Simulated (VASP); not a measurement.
# NbTe (P-6m2) in VASP: further runs

The runs below take NbTe through single point, with LDA.

Everything below comes from runs of VASP 6.6.1. Logs are shortened: lines on timing, memory, paths and dates and some standing lists are left out, and cuts for length are marked.

## (1) The cell of the first run

It takes space group P-6m2 (No. 187, hexagonal). The conventional cell has a = 3.703 Å, b = 3.703 Å, c = 3.694 Å, α = 90.00°, β = 90.00°, γ = 120.00°. Te (site symmetry -6m2) has 6 Nb at 2.83 Å and 2 Te at 3.69 Å within 3.7 Å. Nb (site symmetry -6m2) has 6 Te at 2.83 Å and 2 Nb at 3.69 Å within 3.7 Å.

## (2) Single point, LDA

INCAR

```
PREC = Accurate ; ENCUT = 520
EDIFF = 1E-6 ; ISMEAR = -1
SIGMA = 0.05 ; LREAL = F
LASPH = T ; NELM = 100
ALGO = Normal ; ISIF = 2
LWAVE = F ; LCHARG = T
GGA = CA ; LELF = T
LVHAR = T ; NBANDS = 16
```

KPOINTS

```
Automatic mesh
0
Gamma
  8 8 7
```

POSCAR

```
NbTe
1.0
    3.7029743866      0.0000000000      0.0000000000
   -1.8514871933      3.2068698884      0.0000000000
    0.0000000000      0.0000000000      3.6942110000
Te Nb
1 1
Direct
    0.6666666667      0.3333333333      0.0000000000
    0.0000000000      0.0000000000      0.5000000000
```

Potentials or basis: VASP PAW LDA potentials, release 64 (Te, Nb_sv).

Started as:

```bash
cat potpaw_LDA.64/Te/POTCAR potpaw_LDA.64/Nb_sv/POTCAR > POTCAR
mpirun -np 1 vasp_std > vasp.out
```

OUTCAR:

```text
PREC = Accurate
   ENCUT = 520
   EDIFF = 1E-6
   ISMEAR = -1
   LREAL = F
   LASPH = T
   NELM = 100
   ISIF = 2
   GGA = CA

 ion  position               nearest neighbor table
   1  0.667  0.333  0.000-   2 2.83   2 2.83   2 2.83   2 2.83   2 2.83   2 2.83
   2  0.000  0.000  0.500-   1 2.83   1 2.83   1 2.83   1 2.83   1 2.83   1 2.83

  LATTYP: Found a hexagonal cell.
 ALAT       =     3.7029743866
 C/A-ratio  =     0.9976334196

  Lattice vectors:

 A1 = (   3.7029743866,   0.0000000000,   0.0000000000)
 A2 = (  -1.8514871933,   3.2068698884,   0.0000000000)
 A3 = (   0.0000000000,   0.0000000000,   3.6942110000)

Analysis of symmetry for initial positions (statically):
=====================================================================
 Subroutine PRICEL returns:
 Original cell was already a primitive cell.

 Routine SETGRP: Setting up the symmetry group for a
 hexagonal supercell.

 Subroutine GETGRP returns: Found 12 space group operations
 (whereof 12 operations were pure point group operations)
 out of a pool of 24 trial point group operations.

The static configuration has the point symmetry D_3h.

Analysis of symmetry for dynamics (positions and initial velocities):
=====================================================================
 Subroutine PRICEL returns:
 Original cell was already a primitive cell.

 Routine SETGRP: Setting up the symmetry group for a
 hexagonal supercell.

 Subroutine GETGRP returns: Found 12 space group operations
 (whereof 12 operations were pure point group operations)
 out of a pool of 24 trial point group operations.

The dynamic configuration has the point symmetry D_3h.

 Subroutine INISYM returns: Found 12 space group operations
 (whereof 12 operations are pure point group operations),
 and found     1 'primitive' translations

----------------------------------------------------------------------------------------

                                     Primitive cell

  volume of cell :      43.8686

  direct lattice vectors                    reciprocal lattice vectors
     3.702974387  0.000000000  0.000000000     0.270053178  0.155915275  0.000000000
    -1.851487193  3.206869888  0.000000000     0.000000000  0.311830550  0.000000000
     0.000000000  0.000000000  3.694211000     0.000000000  0.000000000  0.270693796

  length of vectors
     3.702974387  3.702974387  3.694211000     0.311830550  0.311830550  0.270693796

  position of ions in fractional coordinates (direct lattice)
     0.666666667  0.333333333  0.000000000
     0.000000000  0.000000000  0.500000000

  ion indices of the primitive-cell ions
   primitive index   ion index
                 1           1
                 2           2

----------------------------------------------------------------------------------------

 KPOINTS: Automatic mesh

Automatic generation of k-mesh.
 Grid dimensions read from file:
 generate k-points for:    8    8    7

 Generating k-lattice:

  Cartesian coordinates                     Fractional coordinates (reciprocal lattice)
     0.033756647  0.019489409  0.000000000     0.125000000  0.000000000  0.000000000
     0.000000000  0.038978819  0.000000000     0.000000000  0.125000000  0.000000000
     0.000000000  0.000000000  0.038670542     0.000000000  0.000000000  0.142857143

  Length of vectors
     0.038978819  0.038978819  0.038670542

  Shift w.r.t. Gamma in fractional coordinates (k-lattice)
     0.000000000  0.000000000  0.000000000

 Subroutine IBZKPT returns following result:
 ===========================================

 Found     40 irreducible k-points:

 Following reciprocal coordinates:
            Coordinates               Weight
  0.000000  0.000000  0.000000      1.000000
  0.125000 -0.000000  0.000000      6.000000
  0.250000 -0.000000  0.000000      6.000000
  0.375000  0.000000  0.000000      6.000000
  0.500000 -0.000000  0.000000      3.000000
  0.125000  0.125000  0.000000      6.000000
[... 16 lines left out ...]
  0.250000 -0.000000  0.285714     12.000000
  0.375000  0.000000  0.285714     12.000000
 [... further k-points ...]
   k-points           NKPTS =     40   k-points in BZ     NKDIM =     40   number of bands    NBANDS=     16
   number of dos      NEDOS =    301   number of ions     NIONS =      2
   total plane-waves  NPLWV =  21952
   dimension x,y,z NGX =    28 NGY =   28 NGZ =   28
   dimension x,y,z NGXF=    56 NGYF=   56 NGZF=   56
   ions per type =               1   1
   NGX,Y,Z   is equivalent  to a cutoff of  12.57, 12.57, 12.60 a.u.
   NGXF,Y,Z  is equivalent  to a cutoff of  25.14, 25.14, 25.20 a.u.
 SYSTEM =  unknown system
   PREC   = accura    normal or accurate (medium, high low for compatibility)
   ISTART =      0    job   : 0-new  1-cont  2-samecut
   ICHARG =      2    charge: 1-file 2-atom 10-const
   ISPIN  =      1    spin polarized calculation?
   LNONCOLLINEAR =      F non collinear calculations
   LSORBIT =      F    spin-orbit coupling
   LASPH  =      T    aspherical Exc in radial PAW
   ENCUT  =  520.0 eV  38.22 Ry    6.18 a.u.   6.89  6.89  6.87*2*pi/ulx,y,z
   NELM   =    100;   NELMIN=  2; NELMDL= -5     # of ELM steps
   EDIFF  = 0.1E-05   stopping-criterion for ELM
   LREAL  =      F    real-space projection
   EDIFFG = 0.1E-04   stopping-criterion for IOM
   NSW    =      0    number of steps for IOM
   IBRION =     -1    ionic relax: 0-MD 1-quasi-New 2-CG
   NFREE  =      0    steps in history (QN), initial steepest desc. (CG)
   ISIF   =      2    stress and relaxation
   ISYM   =      2    0-nonsym 1-usesym 2-fastsym
   POTIM  = 0.5000    time-step for ionic-motion
   TEBEG  =    0.0;   TEEND  =   0.0 temperature during run
   PSTRESS=    0.0 pullay stress
   NELECT =      19.0000    total number of electrons
   NUPDOWN=      -1.0000    fix difference up-down
   EMIN   =  10.00;   EMAX   =-10.00  energy-range for DOS
   EFERMI =   0.00;   METHOD = LEGACY
   ISMEAR =    -1;   SIGMA  =   0.05  broadening in eV -4-tet -1-fermi 0-gaus
   EFERMI_NEDOS =   21; number of points for ismear=-14 and -15
   IALGO  =     38    algorithm
   IMIX   =      4    mixing-type and parameters
     AMIX     =   0.40;   BMIX     =  1.00
     AMIX_MAG =   1.60;   BMIX_MAG =  1.00
  volume/ion in A,a.u.               =      21.93       148.02
  Fermi-wavevector in a.u.,A,eV,Ry     =   1.238630  2.340671 20.874103  1.534203
  Thomas-Fermi vector in A             =   2.373147
   LORBIT       =      0    0 simple, 1 ext, 2 COOP (PROOUT), +10 PAW based schemes
   GGA     = CA    functional components
   LHFCALC =     F    Hartree Fock is set to
   AEXX    =    0.0000 exact exchange contribution
   IVDW    =     0    specifies the selected vdW correction
   LEPSILON=     F    determine dielectric tensor
   LRPA    =     F    only Hartree local field effects (RPA)
 non-spin polarized calculation
  energy-cutoff  :      520.00
  volume of cell :       43.87
 maximum number of plane-waves:      1190
 NGX is ok and might be reduce to    28
   NGX = 13   NGY = 13   NGZ = 13

 number of electron      18.9999998 magnetization

 Free energy of the ion-electron system (eV)
  ---------------------------------------------------
  ext. energy  EPLUGINS =         0.00000000
  ---------------------------------------------------
  free energy    TOTEN  =       -15.46162897 eV

  energy without entropy =      -15.45026370  energy(sigma->0) =      -15.45594633

 E-fermi :  10.8822     XC(G=0): -11.4504

 val. band max:       10.8416988817   @ k =   0.2500  -0.0000   0.0000
 cond. band min:      10.8824523784   @ k =   0.1250  -0.0000   0.2857
 fundamental gap:      0.0407534967
 Fermi energy:        10.8821653874

 k-point     1 :       0.0000    0.0000    0.0000
  band No.  band energies     occupation
      1     -44.3920      2.00000
      2     -20.7482      2.00000
      3     -20.5528      2.00000
      4     -20.5528      2.00000
      5      -3.3735      2.00000
      6       7.7309      2.00000
[... 8 lines left out ...]
     15      16.7929      0.00000
     16      17.8914      0.00000

 k-point     2 :       0.1250   -0.0000    0.0000
  band No.  band energies     occupation
      1     -44.3907      2.00000
      2     -20.7449      2.00000
      3     -20.5729      2.00000
      4     -20.5575      2.00000
      5      -3.1863      2.00000
      6       6.9427      2.00000
[... 8 lines left out ...]
     15      16.6687      0.00000
     16      18.6480      0.00000

 k-point     3 :       0.2500   -0.0000    0.0000
  band No.  band energies     occupation
      1     -44.3875      2.00000
      2     -20.7368      2.00000
      3     -20.6212      2.00000
      4     -20.5690      2.00000
      5      -2.6782      2.00000
      6       5.5586      2.00000
[... 8 lines left out ...]
     15      17.7237      0.00000
     16      19.2013      0.00000

 k-point     4 :       0.3750    0.0000    0.0000
  band No.  band energies     occupation
      1     -44.3843      2.00000
      2     -20.7287      2.00000
      3     -20.6689      2.00000
      4     -20.5804      2.00000
      5      -2.0465      2.00000
      6       4.2738      2.00000
[... 8 lines left out ...]
     15      17.3105      0.00000
     16      19.5115      0.00000
[... 324 lines left out ...]
 k-point    22 :       0.1250   -0.0000    0.2857
  band No.  band energies     occupation
      1     -44.3875      2.00000
      2     -20.8144      2.00000
      3     -20.5657      2.00000
      4     -20.5510      2.00000
      5      -2.5180      2.00000
      6       4.9152      2.00000
[... 8 lines left out ...]
     15      17.5004      0.00000
     16      18.9427      0.00000

 k-point    23 :       0.2500   -0.0000    0.2857
  band No.  band energies     occupation
      1     -44.3843      2.00000
      2     -20.8030      2.00000
      3     -20.6113      2.00000
      4     -20.5614      2.00000
      5      -2.1537      2.00000
      6       5.1505      2.00000
[... 8 lines left out ...]
     15      17.6738      0.00000
     16      19.3258      0.00000

 k-point    24 :       0.3750    0.0000    0.2857
  band No.  band energies     occupation
      1     -44.3811      2.00000
      2     -20.7915      2.00000
      3     -20.6566      2.00000
      4     -20.5717      2.00000
      5      -1.7194      2.00000
      6       4.6696      2.00000
[... 8 lines left out ...]
     15      17.1691      0.00000
     16      19.4787      0.00000

 [... further k-points ...]
[... 5 lines left out ...]
  --------------------------------------------------------------------------------------
  -------------------------------------------------------------------------------------
  Total       -1.9892596     -1.9892596     -2.1979544     -0.0000000      0.0000000      0.0000000
  in kB      -72.6521199    -72.6521199    -80.2741140     -0.0000000      0.0000000      0.0000000
  external PRESSURE =     -75.1927846 kB  Pullay stress =       0.0000000 kB

 VOLUME and BASIS-vectors are now :
 -----------------------------------------------------------------------------
  energy-cutoff  :      520.00
  volume of cell :       43.87
      direct lattice vectors                 reciprocal lattice vectors
     3.702974387  0.000000000  0.000000000     0.270053178  0.155915275  0.000000000
    -1.851487193  3.206869888  0.000000000     0.000000000  0.311830550  0.000000000
     0.000000000  0.000000000  3.694211000     0.000000000  0.000000000  0.270693796

 POSITION                                       TOTAL-FORCE (eV/Angst)
 -----------------------------------------------------------------------------------
      1.85149      1.06896      0.00000         0.000000     -0.000000      0.000000
      0.00000      0.00000      1.84711        -0.000000      0.000000      0.000000
 -----------------------------------------------------------------------------------
    total drift:                               -0.000000      0.000000      0.000000

  FREE ENERGIE OF THE ION-ELECTRON SYSTEM (eV)
  ---------------------------------------------------
  free  energy   TOTEN  =       -15.4616289698 eV

  energy  without entropy=      -15.4502636956  energy(sigma->0) =      -15.45594633
```

Wall time 15 s (1 thread of AMD EPYC 9R45 (Zen 5), shared host); peak memory 0.13 GiB.

What came out:

```
Free energy : -15.4616 eV
Pressure    : -7.5 GPa
```

Levels at points of the mesh, in eV from the Fermi level:
```
           k point  band 8  band 9  band 10  band 11  band 12  band 13
(0.00, 0.00, 0.00)   -2.99   -2.33     0.13     0.13     2.43     2.43
(0.50, 0.00, 0.00)   -2.63   -2.59    -0.20     1.22     1.47     3.02
```

Caveat: spin-orbit coupling is left out, which moves the levels of the heavy elements.

## (3) Single point, LDA

This run uses another cell than the first one, of 22.37 Å³/atom, 1.020 times its volume.

INCAR

```
SYSTEM = NbTe
PREC = Accurate
ENCUT = 520
EDIFF = 1E-6
ISMEAR = -1
SIGMA = 0.05
LREAL = .False.
LASPH = .True.
NELM = 100
ALGO = Normal
ISIF = 2
LWAVE = .False.
LCHARG = .False.
NBANDS = 16
```

KPOINTS

```
Automatic mesh
0
Gamma
  8 8 7
  0 0 0
```

POSCAR

```
NbTe
1.0
    3.7274981105      0.0000000000      0.0000000000
   -1.8637490552      3.2281080563      0.0000000000
    0.0000000000      0.0000000000      3.7186766865
Te Nb
1 1
Direct
    0.6666666667      0.3333333333      0.0000000000
    0.0000000000      0.0000000000      0.5000000000
```

Potentials or basis: VASP PAW LDA potentials, release 64 (Te, Nb_sv).

Started as:

```bash
cat potpaw_LDA.64/Te/POTCAR potpaw_LDA.64/Nb_sv/POTCAR > POTCAR
mpirun -np 1 vasp_std > vasp.out
```

Run time: 14 s. Hardware: 1 thread of AMD EPYC 9R45 (Zen 5), shared host; peak memory 0.13 GiB.

Results (log left out):

| Quantity | Value |
| --- | --- |
| Free energy | -15.4151 eV |
| Pressure | -9.5 GPa |

Stress tensor (GPa, compression positive):
```
 -9.07   0.00   0.00
  0.00  -9.07   0.00
  0.00   0.00 -10.43
```

Levels at points of the mesh, in eV from the Fermi level:
```csv
k point,band 8,band 9,band 10,band 11,band 12,band 13
"(0.00, 0.00, 0.00)",-2.90,-2.33,0.13,0.13,2.35,2.35
"(0.50, 0.00, 0.00)",-2.57,-2.54,-0.19,1.19,1.42,2.94
```

Caveat: spin-orbit coupling is left out, which moves the levels of the heavy elements.
